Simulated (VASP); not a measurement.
# N (Fm-3m) in VASP: notebook

Runs on N. Level: PBE. Tasks: single point.

All numbers are computed with VASP 6.6.1; they aren't measurements. Logs are shortened: lines on timing, memory, paths and dates and some standing lists are left out, and cuts for length are marked.

### Step 1. The cell of the first run

The structure is cubic, space group Fm-3m (No. 225). The conventional cell has a = 3.106 Å, b = 3.106 Å, c = 3.106 Å, α = 90.00°, β = 90.00°, γ = 90.00°. Within 2.9 Å of N (site symmetry m-3m) lie 12 N at 2.20 Å.

### Step 2. Single point, PBE (strained)

INCAR

```
SYSTEM = N
ALGO = Normal
EDIFF = 1E-6
ENCUT = 600
GGA = PE
GGA_COMPAT = .False.
ISIF = 2
ISMEAR = 0
LASPH = .True.
LCHARG = .False.
LREAL = .False.
LWAVE = .False.
NBANDS = 8
NELM = 120
PREC = Accurate
SIGMA = 0.1
```

KPOINTS

```
k-points
0
Gamma
  22 22 22
  0 0 0
```

POSCAR

```
N
1.0
    0.0000000000      1.5528607867      1.5528607867
    1.5528607867      0.0000000000      1.5528607867
    1.5528607867      1.5528607867      0.0000000000
N
1
Direct
    0.0000000000      0.0000000000      0.0000000000
```

Potentials or basis: VASP PAW PBE potentials, release 64 (N).

Launch:

```
$ cat potpaw_PBE.64/N/POTCAR > POTCAR
$ mpirun -np 1 vasp_std > vasp.out
```

OUTCAR:

```text
SYSTEM = N
   EDIFF = 1E-6
   ENCUT = 600
   GGA = PE
   ISIF = 2
   ISMEAR = 0
   LASPH = .True.
   LREAL = .False.
   NELM = 120
   PREC = Accurate

 ion  position               nearest neighbor table
   1  0.000  0.000  0.000-

  LATTYP: Found a face centered cubic cell.
 ALAT       =     3.1057215734

  Lattice vectors:

 A1 = (   0.0000000000,   1.5528607867,   1.5528607867)
 A2 = (   1.5528607867,   0.0000000000,   1.5528607867)
 A3 = (   1.5528607867,   1.5528607867,   0.0000000000)

Analysis of symmetry for initial positions (statically):
=====================================================================
 Subroutine PRICEL returns:
 Original cell was already a primitive cell.

 Routine SETGRP: Setting up the symmetry group for a
 face centered cubic supercell.

 Subroutine GETGRP returns: Found 48 space group operations
 (whereof 48 operations were pure point group operations)
 out of a pool of 48 trial point group operations.

The static configuration has the point symmetry O_h .

Analysis of symmetry for dynamics (positions and initial velocities):
=====================================================================
 Subroutine PRICEL returns:
 Original cell was already a primitive cell.

 Routine SETGRP: Setting up the symmetry group for a
 face centered cubic supercell.

 Subroutine GETGRP returns: Found 48 space group operations
 (whereof 48 operations were pure point group operations)
 out of a pool of 48 trial point group operations.

The dynamic configuration has the point symmetry O_h .

 Subroutine INISYM returns: Found 48 space group operations
 (whereof 48 operations are pure point group operations),
 and found     1 'primitive' translations

----------------------------------------------------------------------------------------

                                     Primitive cell

  volume of cell :       7.4891

  direct lattice vectors                    reciprocal lattice vectors
     0.000000000  1.552860787  1.552860787    -0.321986365  0.321986365  0.321986365
     1.552860787  0.000000000  1.552860787     0.321986365 -0.321986365  0.321986365
     1.552860787  1.552860787  0.000000000     0.321986365  0.321986365 -0.321986365

  length of vectors
     2.196076785  2.196076785  2.196076785     0.557696743  0.557696743  0.557696743

  position of ions in fractional coordinates (direct lattice)
     0.000000000  0.000000000  0.000000000

  ion indices of the primitive-cell ions
   primitive index   ion index
                 1           1

----------------------------------------------------------------------------------------

 KPOINTS: k-points

Automatic generation of k-mesh.
 Grid dimensions read from file:
 generate k-points for:   22   22   22

 Generating k-lattice:

  Cartesian coordinates                     Fractional coordinates (reciprocal lattice)
    -0.014635744  0.014635744  0.014635744     0.045454545  0.000000000  0.000000000
     0.014635744 -0.014635744  0.014635744     0.000000000  0.045454545  0.000000000
     0.014635744  0.014635744 -0.014635744     0.000000000  0.000000000  0.045454545

  Length of vectors
     0.025349852  0.025349852  0.025349852

  Shift w.r.t. Gamma in fractional coordinates (k-lattice)
     0.000000000  0.000000000  0.000000000

 Subroutine IBZKPT returns following result:
 ===========================================

 Found    328 irreducible k-points:

 Following reciprocal coordinates:
            Coordinates               Weight
  0.000000  0.000000  0.000000      1.000000
  0.045455  0.000000  0.000000      8.000000
  0.090909  0.000000  0.000000      8.000000
  0.136364  0.000000  0.000000      8.000000
  0.181818  0.000000  0.000000      8.000000
  0.227273  0.000000  0.000000      8.000000
[... 16 lines left out ...]
  0.500000  0.045455  0.000000     24.000000
 -0.454545  0.045455  0.000000     24.000000
 [... further k-points ...]
   k-points           NKPTS =    328   k-points in BZ     NKDIM =    328   number of bands    NBANDS=      8
   number of dos      NEDOS =    301   number of ions     NIONS =      1
   total plane-waves  NPLWV =   5832
   dimension x,y,z NGX =    18 NGY =   18 NGZ =   18
   dimension x,y,z NGXF=    36 NGYF=   36 NGZF=   36
   ions per type =               1
   NGX,Y,Z   is equivalent  to a cutoff of  13.63, 13.63, 13.63 a.u.
   NGXF,Y,Z  is equivalent  to a cutoff of  27.25, 27.25, 27.25 a.u.
 SYSTEM =  N
   PREC   = accura    normal or accurate (medium, high low for compatibility)
   ISTART =      0    job   : 0-new  1-cont  2-samecut
   ICHARG =      2    charge: 1-file 2-atom 10-const
   ISPIN  =      1    spin polarized calculation?
   LNONCOLLINEAR =      F non collinear calculations
   LSORBIT =      F    spin-orbit coupling
   LASPH  =      T    aspherical Exc in radial PAW
   ENCUT  =  600.0 eV  44.10 Ry    6.64 a.u.   4.39  4.39  4.39*2*pi/ulx,y,z
   NELM   =    120;   NELMIN=  2; NELMDL= -5     # of ELM steps
   EDIFF  = 0.1E-05   stopping-criterion for ELM
   LREAL  =      F    real-space projection
   EDIFFG = 0.1E-04   stopping-criterion for IOM
   NSW    =      0    number of steps for IOM
   IBRION =     -1    ionic relax: 0-MD 1-quasi-New 2-CG
   NFREE  =      0    steps in history (QN), initial steepest desc. (CG)
   ISIF   =      2    stress and relaxation
   ISYM   =      2    0-nonsym 1-usesym 2-fastsym
   POTIM  = 0.5000    time-step for ionic-motion
   TEBEG  =    0.0;   TEEND  =   0.0 temperature during run
   PSTRESS=    0.0 pullay stress
   NELECT =       5.0000    total number of electrons
   NUPDOWN=      -1.0000    fix difference up-down
   EMIN   =  10.00;   EMAX   =-10.00  energy-range for DOS
   EFERMI =   0.00;   METHOD = LEGACY
   ISMEAR =     0;   SIGMA  =   0.10  broadening in eV -4-tet -1-fermi 0-gaus
   EFERMI_NEDOS =   21; number of points for ismear=-14 and -15
   IALGO  =     38    algorithm
   IMIX   =      4    mixing-type and parameters
     AMIX     =   0.40;   BMIX     =  1.00
     AMIX_MAG =   1.60;   BMIX_MAG =  1.00
  volume/ion in A,a.u.               =       7.49        50.54
  Fermi-wavevector in a.u.,A,eV,Ry     =   1.430833  2.703882 27.854981  2.047283
  Thomas-Fermi vector in A             =   2.550635
   LORBIT       =      0    0 simple, 1 ext, 2 COOP (PROOUT), +10 PAW based schemes
   GGA     = PE    functional components
   LHFCALC =     F    Hartree Fock is set to
   AEXX    =    0.0000 exact exchange contribution
   IVDW    =     0    specifies the selected vdW correction
   LEPSILON=     F    determine dielectric tensor
   LRPA    =     F    only Hartree local field effects (RPA)
 non-spin polarized calculation
 Gauss-broadening in eV      SIGMA  =   0.10
  energy-cutoff  :      600.00
  volume of cell :        7.49
 maximum number of plane-waves:       264
 NGX is ok and might be reduce to    18
   NGX =  9   NGY =  9   NGZ =  9

 number of electron       5.0000000 magnetization

 Free energy of the ion-electron system (eV)
  ---------------------------------------------------
  ext. energy  EPLUGINS =         0.00000000
  ---------------------------------------------------
  free energy    TOTEN  =        -3.84084708 eV

  energy without entropy =       -3.83751284  energy(sigma->0) =       -3.83917996

 E-fermi :   5.5153     XC(G=0): -12.6561

 val. band max:        5.4932919778   @ k =   0.5000   0.4545   0.0455
 cond. band min:       5.5204374933   @ k =  -0.4545   0.5000   0.0455
 fundamental gap:      0.0271455154
 Fermi energy:         5.5153439427

 k-point     1 :       0.0000    0.0000    0.0000
  band No.  band energies     occupation
      1     -14.6764      2.00000
      2       9.5771      0.00000
      3       9.5771      0.00000
      4       9.5771      0.00000
      5      29.1425      0.00000
      6      37.5141      0.00000
      7      37.5141      0.00000
      8      37.5141      0.00000

 k-point     2 :       0.0455    0.0000    0.0000
  band No.  band energies     occupation
      1     -14.6006      2.00000
      2       9.3740      0.00000
      3       9.5496      0.00000
      4       9.5496      0.00000
      5      29.2113      0.00000
      6      36.6118      0.00000
      7      37.6117      0.00000
      8      37.6117      0.00000

 k-point     3 :       0.0909    0.0000    0.0000
  band No.  band energies     occupation
      1     -14.3738      2.00000
      2       8.7804      0.00000
      3       9.4704      0.00000
      4       9.4704      0.00000
      5      29.3993      0.00000
      6      35.0183      0.00000
      7      37.8657      0.00000
      8      37.8657      0.00000

 k-point     4 :       0.1364    0.0000    0.0000
  band No.  band energies     occupation
      1     -13.9982      2.00000
      2       7.8396      0.00000
      3       9.3482      0.00000
      4       9.3482      0.00000
      5      29.6454      0.00000
      6      33.5428      0.00000
      7      38.1422      0.00000
      8      38.1422      0.00000

 k-point     5 :       0.1818    0.0000    0.0000
  band No.  band energies     occupation
      1     -13.4767      2.00000
      2       6.6157      0.00000
      3       9.1963      0.00000
      4       9.1963      0.00000
      5      29.8151      0.00000
      6      32.4412      0.00000
      7      38.2017      0.00000
      8      38.2017      0.00000

 k-point     6 :       0.2273    0.0000    0.0000
  band No.  band energies     occupation
      1     -12.8156      2.00000
      2       5.1835      2.00000
      3       9.0292      0.00000
      4       9.0292      0.00000
      5      29.6794      0.00000
      6      31.9156      0.00000
      7      37.8660      0.00000
      8      37.8660      0.00000

 k-point     7 :       0.2727    0.0000    0.0000
  band No.  band energies     occupation
      1     -12.0235      2.00000
      2       3.6202      2.00000
      3       8.8617      0.00000
      4       8.8617      0.00000
      5      29.2300      0.00000
      6      31.9075      0.00000
      7      37.2401      0.00000
      8      37.2401      0.00000

 k-point     8 :       0.3182    0.0000    0.0000
  band No.  band energies     occupation
      1     -11.1170      2.00000
      2       2.0020      2.00000
      3       8.7068      0.00000
      4       8.7068      0.00000
      5      28.7358      0.00000
      6      32.0776      0.00000
      7      36.5433      0.00000
      8      36.5433      0.00000

 k-point     9 :       0.3636    0.0000    0.0000
  band No.  band energies     occupation
      1     -10.1258      2.00000
      2       0.4087      2.00000
      3       8.5754      0.00000
      4       8.5754      0.00000
      5      28.3321      0.00000
      6      32.2393      0.00000
      7      35.9198      0.00000
      8      35.9198      0.00000

 k-point    10 :       0.4091    0.0000    0.0000
  band No.  band energies     occupation
      1      -9.1149      2.00000
      2      -1.0573      2.00000
      3       8.4759      0.00000
      4       8.4759      0.00000
      5      28.0473      0.00000
      6      32.3430      0.00000
      7      35.4421      0.00000
      8      35.4421      0.00000
[... 78 lines left out ...]
 k-point    18 :       0.2727    0.0455    0.0000
  band No.  band energies     occupation
      1     -12.2366      2.00000
      2       4.1740      2.00000
      3       8.6725      0.00000
      4       8.9532      0.00000
      5      29.4242      0.00000
      6      31.6941      0.00000
      7      36.8214      0.00000
      8      37.6876      0.00000

 k-point    19 :       0.3182    0.0455    0.0000
  band No.  band energies     occupation
      1     -11.3672      2.00000
      2       2.5776      2.00000
      3       8.5250      0.00000
      4       8.7690      0.00000
      5      28.9476      0.00000
      6      31.7673      0.00000
      7      36.1636      0.00000
      8      37.0497      0.00000

 k-point    20 :       0.3636    0.0455    0.0000
  band No.  band energies     occupation
      1     -10.4011      2.00000
      2       0.9762      2.00000
      3       8.4112      0.00000
      4       8.5922      0.00000
      5      28.5365      0.00000
      6      31.8159      0.00000
      7      35.6884      0.00000
      8      36.4071      0.00000

 k-point    21 :       0.4091    0.0455    0.0000
  band No.  band energies     occupation
      1      -9.3882      2.00000
      2      -0.5387      2.00000
      3       8.3379      0.00000
      4       8.4351      0.00000
      5      28.2372      0.00000
      6      31.7856      0.00000
      7      35.4075      0.00000
      8      35.8595      0.00000

 k-point    22 :       0.4545    0.0455    0.0000
  band No.  band energies     occupation
      1      -8.4453      2.00000
      2      -1.8208      2.00000
      3       8.3077      0.00000
      4       8.3090      0.00000
      5      28.0516      0.00000
      6      31.7223      0.00000
      7      35.2732      0.00000
      8      35.4622      0.00000

 k-point    23 :       0.5000    0.0455    0.0000
  band No.  band energies     occupation
      1      -7.8528      2.00000
      2      -2.5711      2.00000
      3       8.2179      0.00000
      4       8.3254      0.00000
      5      27.9726      0.00000
      6      31.6889      0.00000
      7      35.2360      0.00000
      8      35.2454      0.00000

 k-point    24 :      -0.4545    0.0455    0.0000
  band No.  band energies     occupation
      1      -7.9851      2.00000
      2      -2.4070      2.00000
      3       8.1712      0.00000
      4       8.3855      0.00000
      5      27.9953      0.00000
      6      31.7168      0.00000
      7      35.2249      0.00000
      8      35.2724      0.00000

 [... further k-points ...]
[... 5 lines left out ...]
  --------------------------------------------------------------------------------------
  -------------------------------------------------------------------------------------
  Total        0.1026170      0.1026170      0.1026170     -0.0000000     -0.0000000     -0.0000000
  in kB       21.9534232     21.9534232     21.9534232     -0.0000000     -0.0000000     -0.0000000
  external PRESSURE =      21.9534232 kB  Pullay stress =       0.0000000 kB

 VOLUME and BASIS-vectors are now :
 -----------------------------------------------------------------------------
  energy-cutoff  :      600.00
  volume of cell :        7.49
      direct lattice vectors                 reciprocal lattice vectors
     0.000000000  1.552860787  1.552860787    -0.321986365  0.321986365  0.321986365
     1.552860787  0.000000000  1.552860787     0.321986365 -0.321986365  0.321986365
     1.552860787  1.552860787  0.000000000     0.321986365  0.321986365 -0.321986365

 POSITION                                       TOTAL-FORCE (eV/Angst)
 -----------------------------------------------------------------------------------
      0.00000      0.00000      0.00000        -0.000000      0.000000      0.000000
 -----------------------------------------------------------------------------------
    total drift:                                0.000000      0.000000     -0.000000

  FREE ENERGIE OF THE ION-ELECTRON SYSTEM (eV)
  ---------------------------------------------------
  free  energy   TOTEN  =        -3.8408470763 eV

  energy  without entropy=       -3.8375128441  energy(sigma->0) =       -3.83917996
```

Run time: 10 s. Hardware: 1 thread of Intel Xeon Platinum 8559C (Emerald Rapids), shared host; peak memory 0.12 GiB.

What came out:

```yaml
Free_energy: -3.8408 eV
Pressure: 2.2 GPa
```

Levels at points of the mesh, in eV from the Fermi level:
```csv
k point,band 1,band 2,band 3,band 4,band 5,band 6,band 7
"(0.00, 0.00, 0.00)",-20.19,4.06,4.06,4.06,23.63,32.00,32.00
"(0.50, 0.00, 0.00)",-13.37,-8.21,2.88,2.88,22.31,26.89,29.53
"(0.50, 0.50, 0.00)",-10.83,-6.75,0.14,0.14,15.14,18.72,32.59
```

Caveat: the cell differs from its parent crystal (strained).

### Step 3. Single point, PBE (strained)

INCAR

```
  PREC = Accurate
  ENCUT = 600
  EDIFF = 1E-6
  ISMEAR = 0
  SIGMA = 0.1
  LREAL = F
  LASPH = T
  NELM = 120
  ALGO = Normal
  ISIF = 2
  LWAVE = F
  LCHARG = F
  GGA = PE
  NBANDS = 8
  GGA_COMPAT = F
```

KPOINTS

```
Automatic mesh
0
Gamma
  22 22 22
```

POSCAR

```
N
1.0
    0.0000000000      1.5580349694      1.5580349694
    1.5580349694      0.0000000000      1.5580349694
    1.5580349694      1.5580349694      0.0000000000
N
1
Direct
    0.0000000000      0.0000000000      0.0000000000
```

Potentials or basis: VASP PAW PBE potentials, release 64 (N).

Launch:

```
$ cat potpaw_PBE.64/N/POTCAR > POTCAR
$ mpirun -np 1 vasp_std > vasp.out
```

Run time: 10 s. Hardware: 1 thread of Intel Xeon Platinum 8559C (Emerald Rapids), shared host; peak memory 0.13 GiB.

The run converged. Its results:

| Item | Value |
| --- | --- |
| Free energy | -3.8416 eV |
| Pressure | 0.3 GPa |

Levels at points of the mesh, in eV from the Fermi level:
```csv
k point,band 1,band 2,band 3,band 4,band 5,band 6,band 7
"(0.00, 0.00, 0.00)",-20.07,4.01,4.01,4.01,23.38,31.87,31.87
"(0.50, 0.00, 0.00)",-13.34,-8.11,2.84,2.84,22.17,26.72,29.42
"(0.50, 0.50, 0.00)",-10.84,-6.67,0.14,0.14,15.10,18.68,32.36
```

Caveat: the cell differs from its parent crystal (strained).

### Step 4. Single point, PBE (strained)

INCAR

```
SYSTEM = N
  PREC = Accurate
  ENCUT = 600
  EDIFF = 1E-6
  ISMEAR = 0
  SIGMA = 0.1
  LREAL = .FALSE.
  LASPH = .TRUE.
  NELM = 120
  ALGO = Normal
  ISIF = 2
  LWAVE = .FALSE.
  LCHARG = .FALSE.
  GGA = PE
  NBANDS = 8
  GGA_COMPAT = .FALSE.
```

KPOINTS

```
Automatic mesh
0
G
  22 22 22
  0 0 0
```

POSCAR

```
N
1.0
    0.0000000000      1.5840457256      1.5840457256
    1.5840457256      0.0000000000      1.5840457256
    1.5840457256      1.5840457256      0.0000000000
N
1
Direct
    0.0000000000      0.0000000000      0.0000000000
```

Launch:

```
$ cat potpaw_PBE.64/N/POTCAR > POTCAR
$ mpirun -np 1 vasp_std > vasp.out
```

Wall time 10 s (1 thread of Intel Xeon Platinum 8559C (Emerald Rapids), shared host); peak memory 0.12 GiB.

The run converged. Its results:

* Free energy: -3.8334 eV
* Pressure: -7.8 GPa

Levels at points of the mesh, in eV from the Fermi level:
```
           k point  band 1  band 2  band 3  band 4  band 5  band 6
(0.00, 0.00, 0.00)  -19.47    3.76    3.76    3.76   22.21   31.26
(0.50, 0.00, 0.00)  -13.20   -7.64    2.67    2.67   21.50   25.89
(0.50, 0.50, 0.00)  -10.89   -6.28    0.14    0.14   14.91   18.51
```

Caveat: the cell differs from its parent crystal (strained).

### Step 5. The runs side by side

| cell | gap on the mesh (eV) | pressure (GPa) |
| --- | --- | --- |
| a = 2.196 Å, angles 60.0°, 1 atom | none | 2.2 |
| a = 2.203 Å, angles 60.0°, 1 atom | none | 0.3 |
| a = 2.240 Å, angles 60.0°, 1 atom | none | -7.8 |

Alike in all rows: task single point; level PBE; potentials or basis VASP PAW PBE potentials, release 64 (N); no spin polarisation; k mesh 22 × 22 × 22; cutoff (eV) 600; smearing gaussian 0.1 eV.

Absolute energies hang on the potentials; compare differences alone.
